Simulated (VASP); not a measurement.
Write the native input for VASP 6.6.1 that does the following.

- Task: single point
- Functional: PBE
- Potentials or basis: VASP PAW PBE potentials, release 64 (Sb)
- Cutoff: 520 eV
- k mesh: 13 × 13 × 13
- Occupations: fermi-dirac, width 0.08 eV
- Spin: no spin polarisation
- Dipole correction: no
- Further INCAR settings: ALGO = Normal; EDIFF = 1e-06; NBANDS = 12

The structure of Sb lies in POSCAR:

```
Sb
1.0
   -3.0452287172      3.0452287172      1.5890701564
    3.0452287172     -3.0452287172      1.5890701564
    3.0452287172      3.0452287172     -1.5890701564
Sb
2
Direct
   -0.3750000000     -0.1250000000     -0.2500000000
    0.3750000000      0.1250000000      0.2500000000
```

These files were run (other wordings do the same):

INCAR

```
PREC = Accurate ; ENCUT = 520
EDIFF = 1E-6 ; ISMEAR = -1
SIGMA = 0.08 ; LREAL = F
LASPH = T ; NELM = 80
ALGO = Normal ; ISIF = 2
LWAVE = F ; LCHARG = F
GGA = PE ; NBANDS = 12
```

KPOINTS

```
Automatic mesh
0
Gamma
  13 13 13
```

Potentials or basis: VASP PAW PBE potentials, release 64 (Sb).

Run with:

```sh
$ cat potpaw_PBE.64/Sb/POTCAR > POTCAR
$ mpirun -np 1 vasp_std > vasp.out
```

Results of the run:

The pressure is 0.1 GPa and the band gap on the k mesh is zero (bands 5 and 6 overlap by 5.87 eV).

Caveat: spin-orbit coupling is left out, which moves the levels of the heavy elements.

Run time: 54 s on 1 thread of Intel(R) Xeon(R) 6975P-C (Granite Rapids), with other jobs on the host, peak memory 0.27 GiB.
